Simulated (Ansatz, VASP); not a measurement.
## ZnO in VASP and in Ansatz

The input INCAR:

```
SYSTEM = ZnO
ALGO = Normal ; EDIFF = 1E-6
ENCUT = 520 ; GGA = PE
ISIF = 2 ; ISMEAR = 0
LASPH = .TRUE. ; LCHARG = .FALSE.
LREAL = .FALSE. ; LWAVE = .FALSE.
NBANDS = 26 ; NELM = 60
PREC = Accurate ; SIGMA = 0.01
```

The input KPOINTS:

```
k-points
0
G
  12 12 6
  0 0 0
```

The input POSCAR:

```
ZnO
1.0
    3.2353408614      0.0000000000      0.0000000000
   -1.6176704307      2.8018873759      0.0000000000
    0.0000000000      0.0000000000      5.2109518227
Zn O
2 2
Direct
    0.3333333333      0.6666666667     -0.0023477534
    0.6666666667      0.3333333333      0.4976522466
    0.3333333333      0.6666666667      0.3773477534
    0.6666666667      0.3333333333      0.8773477534
```

Input for Ansatz:

```yaml
crystal:
  lattice:
    - [3.2353408614, 0.0, 0.0]
    - [-1.6176704307, 2.8018873759, 0.0]
    - [0.0, 0.0, 5.2109518227]
  atoms:
    - { symbol: Zn, position: [0.3333333333, 0.6666666667, -0.0023477534] }
    - { symbol: Zn, position: [0.6666666667, 0.3333333333, 0.4976522466] }
    - { symbol: O, position: [0.3333333333, 0.6666666667, 0.3773477534] }
    - { symbol: O, position: [0.6666666667, 0.3333333333, 0.8773477534] }
kpoints:
  mp_grid: { grid: [12, 12, 6] }
  band_path:
    path:
      - [0.0, 0.0, 0.0]
      - [0.5, 0.0, 0.0]
      - [0.3333333333, 0.3333333333, 0.0]
      - [0.0, 0.0, 0.5]
      - [0.5, 0.0, 0.5]
      - [0.3333333333, 0.3333333333, 0.5]
    npoints: 1
hamiltonian:
  xc: pbe
scf:
  occupations: { method: fixed }
  n_extra_bands: 5
output:
  forces: true
  stress: true
  eigenvalues: true
```

Alike in both runs: task single point; functional PBE; k mesh 12 × 12 × 6; no spin polarisation.

```csv
,VASP,Ansatz
version,VASP 6.6.1,Ansatz 0.2.0
potentials or method,"VASP PAW PBE potentials, release 64 (Zn, O)","plane waves, PAW"
plane-wave cutoff (eV),520,420
occupations,"gaussian, width 0.01 eV",fixed
valence electrons in the cell,36,36
```

|  | VASP | Ansatz | Ansatz less VASP |
| --- | --- | --- | --- |
| gap on the k mesh at the Fermi level (eV) | 0.79 | 0.81 | +0.015 |
| pressure (GPa) | 7.2 | 6.1 | -1.14 |
| traceless stress, the component that is largest in VASP (GPa) | 0.08 | 0.10 | +0.017 |
